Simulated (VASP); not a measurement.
A run of VASP 6.6.1 is set up as follows.

The input INCAR:

```
SYSTEM = Sc
ALGO = Normal ; EDIFF = 1E-7
ENCUT = 520 ; GGA = PE
ISIF = 2 ; ISMEAR = 1
LASPH = .True. ; LCHARG = .False.
LREAL = .False. ; LWAVE = .False.
NBANDS = 12 ; NELM = 100
PREC = Accurate ; SIGMA = 0.1
```

File KPOINTS:

```
k-points
0
Gamma
  9 9 9
  0 0 0
```

POSCAR

```
Sc
1.0
    0.0000000000      2.2600000000      2.2600000000
    2.2600000000      0.0000000000      2.2600000000
    2.2600000000      2.2600000000      0.0000000000
Sc
1
Direct
    0.0000000000      0.0000000000      0.0000000000
```

Potentials or basis: VASP PAW PBE potentials, release 64 (Sc_sv).

Command:

```sh
$ cat potpaw_PBE.64/Sc_sv/POTCAR > POTCAR
$ mpirun -np 1 vasp_std > vasp.out
```

(1) What does it give for the pressure?

(2) What does it give for the band gap on the k mesh?

Results:

(1) 3.7 GPa.

(2) zero (an odd number of electrons rules out a gap without spin polarisation).

Caveat: the cell stands under pressure.
